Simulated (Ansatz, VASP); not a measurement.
**Au: VASP beside Ansatz**

```xyz
1
Lattice="0.0000 2.0786 2.0786 2.0786 0.0000 2.0786 2.0786 2.0786 0.0000" Properties=species:S:1:pos:R:3 pbc="T T T"
Au    0.0000    0.0000    0.0000
```

Alike in both runs: functional PBE; k mesh 17 × 17 × 17; occupations fermi-dirac, width 0.05 eV; no spin polarisation.

Ansatz relaxed the structure, and its values are those at the end. VASP's run is a single point on that final structure, the one shown.

|  | VASP | Ansatz |
| --- | --- | --- |
| version | VASP 6.6.1 | Ansatz 0.2.0 |
| potentials or method | VASP PAW PBE potentials, release 64 (Au), cutoff 520 eV | all-electron LAPW, scalar-relativistic |

Ansatz gave:

| Property | Result |
| --- | --- |
| pressure (GPa) | 0.0 |

**Question.** Which values does VASP return?

**Answer.** Pressure (GPa): -0.2.

Ansatz ran all-electron here, and VASP with PAW potentials.

Spin-orbit coupling is off throughout.
